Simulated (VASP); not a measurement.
# Sb (R-3m) in VASP: further runs, part 3 of 3

VASP 6.6.1. The steps go on from the part before.

**5. Electric field gradients, PBEsol (zz strain of -3 %)**

INCAR reads:

```
PREC = Accurate ; ENCUT = 400
EDIFF = 1E-8 ; ISMEAR = -1
SIGMA = 0.05 ; LREAL = F
LASPH = T ; NELM = 120
ALGO = Normal ; ISIF = 2
LWAVE = F ; LCHARG = F
GGA = PS ; LEFG = T
NBANDS = 12 ; GGA_COMPAT = F
```

KPOINTS reads:

```
regular mesh
0
Gamma
  9 9 9
```

POSCAR reads:

```
Sb
1.0
    2.1506003320      1.2416496806      3.6316800000
   -2.1506003320      1.2416496806      3.6316800000
    0.0000000000     -2.4832993611      3.6316800000
Sb
2
Direct
    0.2336400000      0.2336400000      0.2336400000
    0.7663600000      0.7663600000      0.7663600000
```

Potentials or basis: VASP PAW PBE potentials, release 64 (Sb).

Launch:

```console
$ cat potpaw_PBE.64/Sb/POTCAR > POTCAR
$ mpirun -np 1 vasp_std > vasp.out
```

OUTCAR:

```text
PREC = Accurate
   ENCUT = 400
   EDIFF = 1E-8
   ISMEAR = -1
   LREAL = F
   LASPH = T
   NELM = 120
   ISIF = 2
   GGA = PS

 ion  position               nearest neighbor table
   1  0.234  0.234  0.234-   2 2.88   2 2.88   2 2.88   2 3.30   2 3.30   2 3.30
   2  0.766  0.766  0.766-   1 2.88   1 2.88   1 2.88   1 3.30   1 3.30   1 3.30

  LATTYP: Found a trigonal (rhomboedric) cell.
 ALAT       =     4.3995312636
 COS(alpha) =     0.5221004778

  Lattice vectors:

 A1 = (   2.1506003320,   1.2416496806,   3.6316800000)
[... 574 lines left out ...]
  free  energy   TOTEN  =        -9.1014615048 eV

  energy  without entropy=       -9.0993133999  energy(sigma->0) =       -9.10038745

 Electric field gradients (V/A^2)
---------------------------------------------------------------------
 ion       V_xx      V_yy      V_zz      V_xy      V_xz      V_yz
---------------------------------------------------------------------
   1      26.177    26.177   -52.354     0.000    -0.000    -0.000
   2      26.177    26.177   -52.354     0.000    -0.000    -0.000
---------------------------------------------------------------------

 Electric field gradients after diagonalization (V/A^2)
 (convention: |V_zz| > |V_xx| > |V_yy|)
----------------------------------------------------------------------
 ion       V_xx      V_yy      V_zz     asymmetry (V_yy - V_xx)/ V_zz
----------------------------------------------------------------------
   1      26.177    26.177   -52.354       0.000
   2      26.177    26.177   -52.354       0.000
----------------------------------------------------------------------

           NMR quadrupolar parameters

 Cq : quadrupolar parameter    Cq=e*Q*V_zz/h
 eta: asymmetry parameters     (V_yy - V_xx)/ V_zz
 Q  : nuclear electric quadrupole moment in mb (millibarn)
----------------------------------------------------------------------
 ion       Cq(MHz)       eta       Q (mb)
----------------------------------------------------------------------
   1      -0.127       0.000       1.000
   2      -0.127       0.000       1.000
----------------------------------------------------------------------
```

OSZICAR:

```text
N       E                     dE             d eps       ncg     rms          rms(c)
DAV:   1     0.281567035612E+02    0.28157E+02   -0.30911E+03  2040   0.532E+02
DAV:   2    -0.750661307757E+01   -0.35663E+02   -0.34108E+02  2740   0.979E+01
DAV:   3    -0.910635583610E+01   -0.15997E+01   -0.15878E+01  2500   0.228E+01
DAV:   4    -0.911997826601E+01   -0.13622E-01   -0.13619E-01  2388   0.258E+00
DAV:   5    -0.912013760277E+01   -0.15934E-03   -0.15933E-03  2520   0.302E-01    0.308E+00
DAV:   6    -0.910832079589E+01    0.11817E-01   -0.29656E-03  2388   0.288E-01    0.186E+00
DAV:   7    -0.910143325598E+01    0.68875E-02   -0.69701E-03  2360   0.441E-01    0.519E-02
DAV:   8    -0.910145386671E+01   -0.20611E-04   -0.22445E-04  2428   0.940E-02    0.185E-02
DAV:   9    -0.910146194569E+01   -0.80790E-05   -0.18790E-05  2496   0.249E-02    0.805E-03
DAV:  10    -0.910146140806E+01    0.53763E-06   -0.18791E-06  2436   0.731E-03    0.106E-03
DAV:  11    -0.910146147213E+01   -0.64063E-07   -0.19290E-07  2464   0.265E-03    0.540E-04
DAV:  12    -0.910146148756E+01   -0.15430E-07   -0.15221E-08  2052   0.635E-04    0.127E-04
DAV:  13    -0.910146150644E+01   -0.18880E-07   -0.18112E-09  1356   0.260E-04    0.524E-05
DAV:  14    -0.910146150484E+01    0.16000E-08   -0.24339E-10  1268   0.108E-04
   1 F= -.91014615E+01 E0= -.91003875E+01  d E =-.214810E-02
```

stdout:

```text
POSCAR found type information on POSCAR Sb
 POSCAR found :  1 types and       2 ions
 scaLAPACK will be used
 -----------------------------------------------------------------------------
|                                                                             |
|                                                                             |
|     You enforced a specific xc type in the INCAR file but a different       |
|     I HOPE YOU KNOW WHAT YOU ARE DOING!                                     |
|                                                                             |
 -----------------------------------------------------------------------------

 LDA part: xc-table for (Slater+PW92), standard interpolation
 POSCAR, INCAR and KPOINTS ok, starting setup
 FFT: planning ... GRIDC
 FFT: planning ... GRID_SOFT
 FFT: planning ... GRID
 WAVECAR not read
 entering main loop
ion   1

ion   2
```

It took 18 s on 1 thread of Intel Xeon 6975P-C (Granite Rapids), shared host; peak memory 0.18 GiB.

Results:

| Quantity | Value |
| --- | --- |
| Free energy | -9.1015 eV |
| Pressure | 2.3 GPa |
| Largest force | 0.393 eV/Å |
| Band gap on the k mesh | 0.03 eV, indirect (least direct gap 0.44 eV) |

Forces on the atoms (eV/Å):
```
Sb   0.000  0.000  0.393
Sb   0.000  0.000 -0.393
```

Stress tensor (GPa, compression positive):
```
2.22 0.00 0.00
0.00 2.22 0.00
0.00 0.00 2.52
```

Electric field gradients, principal values (V/Å²):
```
atom   least  middle  greatest (by size)
1 Sb  26.177  26.177             -52.354
2 Sb  26.177  26.177             -52.354
```

Caveat: the cell differs from its parent crystal (zz strain of -3 %); without QUAD_EFG the Cq values of the log hold for a quadrupole moment of 1 mb, not for the nuclei; the PAW data sets were made with another functional, which shifts forces and pressure a little; spin-orbit coupling is left out, which moves the levels of the heavy elements. A k mesh can miss the band edges.

**6. Electric field gradients, PBEsol (zz strain of -1 %)**

INCAR reads:

```
PREC     = Accurate       # precision mode
ENCUT    = 400            # plane-wave cutoff, eV
EDIFF    = 1E-8           # SCF threshold, eV
ISMEAR   = -1             # smearing method
SIGMA    = 0.05           # smearing width, eV
LREAL    = F              # projectors in reciprocal space
LASPH    = T              # aspherical terms in the spheres
NELM     = 120            # most SCF steps
ALGO     = Normal         # electronic algorithm
ISIF     = 2              # what is computed and relaxed
LWAVE    = F              # write WAVECAR
LCHARG   = F              # write CHGCAR
GGA      = PS             # functional
LEFG     = T            
NBANDS   = 12             # bands
GGA_COMPAT= F
```

KPOINTS is that of step 5.

POSCAR reads:

```
Sb
1.0
    2.1506003320      1.2416496806      3.7065600000
   -2.1506003320      1.2416496806      3.7065600000
    0.0000000000     -2.4832993611      3.7065600000
Sb
2
Direct
    0.2336400000      0.2336400000      0.2336400000
    0.7663600000      0.7663600000      0.7663600000
```

Potentials or basis: VASP PAW PBE potentials, release 64 (Sb).

Launch:

```console
$ cat potpaw_PBE.64/Sb/POTCAR > POTCAR
$ mpirun -np 1 vasp_std > vasp.out
```

OUTCAR:

```text
PREC = Accurate
   ENCUT = 400
   EDIFF = 1E-8
   ISMEAR = -1
   LREAL = F
   LASPH = T
   NELM = 120
   ISIF = 2
   GGA = PS

 ion  position               nearest neighbor table
   1  0.234  0.234  0.234-   2 2.90   2 2.90   2 2.90   2 3.33   2 3.33   2 3.33
   2  0.766  0.766  0.766-   1 2.90   1 2.90   1 2.90   1 3.33   1 3.33   1 3.33

  LATTYP: Found a trigonal (rhomboedric) cell.
 ALAT       =     4.4615426425
 COS(alpha) =     0.5352928911

  Lattice vectors:

 A1 = (   2.1506003320,   1.2416496806,   3.7065600000)
 A2 = (  -2.1506003320,   1.2416496806,   3.7065600000)
 A3 = (   0.0000000000,  -2.4832993611,   3.7065600000)

Analysis of symmetry for initial positions (statically):
=====================================================================
 Subroutine PRICEL returns:
 Original cell was already a primitive cell.

 Routine SETGRP: Setting up the symmetry group for a
 trigonal (rhombohedral) supercell.

 Subroutine GETGRP returns: Found 12 space group operations
 (whereof 12 operations were pure point group operations)
 out of a pool of 12 trial point group operations.

The static configuration has the point symmetry D_3d.

Analysis of symmetry for dynamics (positions and initial velocities):
=====================================================================
 Subroutine PRICEL returns:
 Original cell was already a primitive cell.

 Routine SETGRP: Setting up the symmetry group for a
 trigonal (rhombohedral) supercell.

 Subroutine GETGRP returns: Found 12 space group operations
 (whereof 12 operations were pure point group operations)
 out of a pool of 12 trial point group operations.

The dynamic configuration has the point symmetry D_3d.
[... 165 lines left out ...]
     10      12.3483      0.00000
     11      12.5778      0.00000
     12      13.7712      0.00000
[... 331 lines left out ...]
 k-point    24 :       0.4444    0.4444    0.0000
  band No.  band energies     occupation
      1      -3.2408      2.00000
      2      -0.5671      2.00000
      3       1.9694      2.00000
      4       3.6074      2.00000
      5       3.6101      2.00000
      6       8.7975      0.00000
      7      12.3192      0.00000
      8      12.8345      0.00000
      9      13.9982      0.00000
     10      15.9808      0.00000
     11      17.0124      0.00000
     12      18.2099      0.00000

 [... further k-points ...]
[... 5 lines left out ...]
  --------------------------------------------------------------------------------------
  -------------------------------------------------------------------------------------
  Total        0.4607598      0.4607598      0.3573856      0.0000000      0.0000000      0.0000000
  in kB       12.4309441     12.4309441      9.6419884      0.0000000      0.0000000      0.0000000
  external PRESSURE =      11.5012922 kB  Pullay stress =       0.0000000 kB

 VOLUME and BASIS-vectors are now :
 -----------------------------------------------------------------------------
  energy-cutoff  :      400.00
  volume of cell :       59.39
      direct lattice vectors                 reciprocal lattice vectors
     2.150600332  1.241649681  3.706560000     0.232493222  0.134230024  0.089930645
    -2.150600332  1.241649681  3.706560000    -0.232493222  0.134230024  0.089930645
     0.000000000 -2.483299361  3.706560000     0.000000000 -0.268460048  0.089930645

 POSITION                                       TOTAL-FORCE (eV/Angst)
 -----------------------------------------------------------------------------------
      0.00000      0.00000      2.59800         0.000000      0.000000      0.265923
      0.00000      0.00000      8.52168         0.000000     -0.000000     -0.265923
 -----------------------------------------------------------------------------------
    total drift:                                0.000000     -0.000000      0.000000

  FREE ENERGIE OF THE ION-ELECTRON SYSTEM (eV)
  ---------------------------------------------------
  free  energy   TOTEN  =        -9.1145475641 eV

  energy  without entropy=       -9.1127225449  energy(sigma->0) =       -9.11363505

 Electric field gradients (V/A^2)
---------------------------------------------------------------------
 ion       V_xx      V_yy      V_zz      V_xy      V_xz      V_yz
---------------------------------------------------------------------
   1      23.184    23.184   -46.367    -0.000    -0.000    -0.000
   2      23.184    23.184   -46.367     0.000    -0.000    -0.000
---------------------------------------------------------------------

 Electric field gradients after diagonalization (V/A^2)
 (convention: |V_zz| > |V_xx| > |V_yy|)
----------------------------------------------------------------------
 ion       V_xx      V_yy      V_zz     asymmetry (V_yy - V_xx)/ V_zz
----------------------------------------------------------------------
   1      23.184    23.184   -46.367       0.000
   2      23.184    23.184   -46.367       0.000
----------------------------------------------------------------------

           NMR quadrupolar parameters

 Cq : quadrupolar parameter    Cq=e*Q*V_zz/h
 eta: asymmetry parameters     (V_yy - V_xx)/ V_zz
 Q  : nuclear electric quadrupole moment in mb (millibarn)
----------------------------------------------------------------------
 ion       Cq(MHz)       eta       Q (mb)
----------------------------------------------------------------------
   1      -0.112       0.000       1.000
   2      -0.112       0.000       1.000
----------------------------------------------------------------------
```

stdout:

```text
POSCAR found type information on POSCAR Sb
 POSCAR found :  1 types and       2 ions
 scaLAPACK will be used
 -----------------------------------------------------------------------------
|                                                                             |
|                                                                             |
|     You enforced a specific xc type in the INCAR file but a different       |
|     I HOPE YOU KNOW WHAT YOU ARE DOING!                                     |
|                                                                             |
 -----------------------------------------------------------------------------

 LDA part: xc-table for (Slater+PW92), standard interpolation
 POSCAR, INCAR and KPOINTS ok, starting setup
 FFT: planning ... GRIDC
 FFT: planning ... GRID_SOFT
 FFT: planning ... GRID
 WAVECAR not read
 entering main loop
ion   1

ion   2
```

Wall time 82 s (1 thread of Intel Xeon 8259CL, shared host); peak memory 0.18 GiB.

Results:

* Free energy: -9.1145 eV
* Pressure: 1.2 GPa
* Largest force: 0.266 eV/Å
* Band gap on the k mesh: 0.06 eV, indirect (least direct gap 0.47 eV)

Forces in eV/Å, atoms in the order of the input:
```
Sb   0.000  0.000  0.266
Sb   0.000  0.000 -0.266
```

Levels at points of the mesh, in eV from the valence-band top:
```
           k point  band 1  band 2  band 3  band 4  band 5  band 6  band 7  band 8  band 9  band 10
(0.00, 0.00, 0.00)  -12.79   -4.63   -1.94   -1.79   -1.79    2.15    2.80    2.80    5.07     5.07
```

Electric field gradients, principal values (V/Å²):
```tsv
atom	least	middle	greatest (by size)
1 Sb	23.184	23.184	-46.367
2 Sb	23.184	23.184	-46.367
```

Caveat: the cell differs from its parent crystal (zz strain of -1 %); without QUAD_EFG the Cq values of the log hold for a quadrupole moment of 1 mb, not for the nuclei; the PAW data sets were made with another functional, which shifts forces and pressure a little; spin-orbit coupling is left out, which moves the levels of the heavy elements.

**7. Overview**

| cell | gap on the mesh (eV) | pressure (GPa) | largest force (eV/Å) |
| --- | --- | --- | --- |
| a = 4.520 Å, angles 58.1°, 2 atoms | 0.15 | -1.7 | 0.03 |
| a = 4.432 Å, angles 57.2°, 2 atoms | none | 3.3 | 0.44 |
| a = 4.400 Å, angles 58.5°, 2 atoms | 0.03 | 2.3 | 0.39 |
| a = 4.462 Å, angles 57.6°, 2 atoms | 0.06 | 1.2 | 0.27 |

Alike in all rows: task electric field gradients; level PBEsol; potentials or basis VASP PAW PBE potentials, release 64 (Sb); no spin polarisation; k mesh 9 × 9 × 9; cutoff (eV) 400; smearing fermi-dirac 0.05 eV.

Caveats: the PAW data sets were made with another functional, which shifts forces and pressure a little; spin-orbit coupling is left out, which moves the levels of the heavy elements.

Total energies depend on the potentials used, so only differences within one code and one set of settings carry meaning.
